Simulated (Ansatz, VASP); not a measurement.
**Sr in VASP and in Ansatz**

```
Sr
1.0
    -2.36000    2.36000    2.36000
     2.36000   -2.36000    2.36000
     2.36000    2.36000   -2.36000
Sr
1
Direct
  0.00000 0.00000 0.00000
```

Alike in both runs: task single point; functional PBEsol; k mesh 12 × 12 × 12; occupations gaussian, width 0.1 eV; no spin polarisation.

```csv
,VASP,Ansatz
version,VASP 6.6.1,Ansatz 0.2.0
potentials or method,"VASP PAW PBE potentials, release 64 (Sr_sv), cutoff 520 eV","scalar-relativistic, plane waves, PAW"
valence electrons in the cell,10,10
```

```tsv
	VASP	Ansatz	Ansatz less VASP
gap on the k mesh at the Fermi level (eV)	none	none	-
pressure (GPa)	-0.4	-0.4	-0.01
```

VASP's potentials were made for PBE, not for PBEsol. A gap of «none» marks a metal or a gap that the smearing closes.
